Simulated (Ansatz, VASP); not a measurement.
## KF in VASP and in Ansatz

```
K F
1.0
    -0.02737    2.55429    2.55429
     2.55429   -0.02737    2.55429
     2.55429    2.55429   -0.02737
K F
1 1
Direct
  0.00000 0.00000 0.00000
  0.50000 0.50000 0.50000
```

Alike in both runs: task single point; functional LDA; k mesh 8 × 8 × 8; occupations gaussian, width 0.05 eV; no spin polarisation.

|  | VASP | Ansatz |
| --- | --- | --- |
| version | VASP 6.6.1 | Ansatz 0.2.0 |
| potentials or method | VASP PAW LDA potentials, release 64 (K_sv, F), cutoff 520 eV | scalar-relativistic, plane waves, PAW |
| valence electrons in the cell | 16 | 16 |

|  | VASP | Ansatz | Ansatz less VASP |
| --- | --- | --- | --- |
| gap on the k mesh at the Fermi level (eV) | 6.43 | 6.45 | +0.020 |
| least direct gap on the mesh (eV) | 6.43 | 6.45 | +0.020 |
| pressure (GPa) | 1.0 | 0.7 | -0.27 |
| traceless stress, the component that is largest in VASP (GPa) | 0.13 | 0.14 | +0.004 |

LDA's correlation is that of Perdew and Zunger in VASP and of Perdew and Wang (1992) in Ansatz.
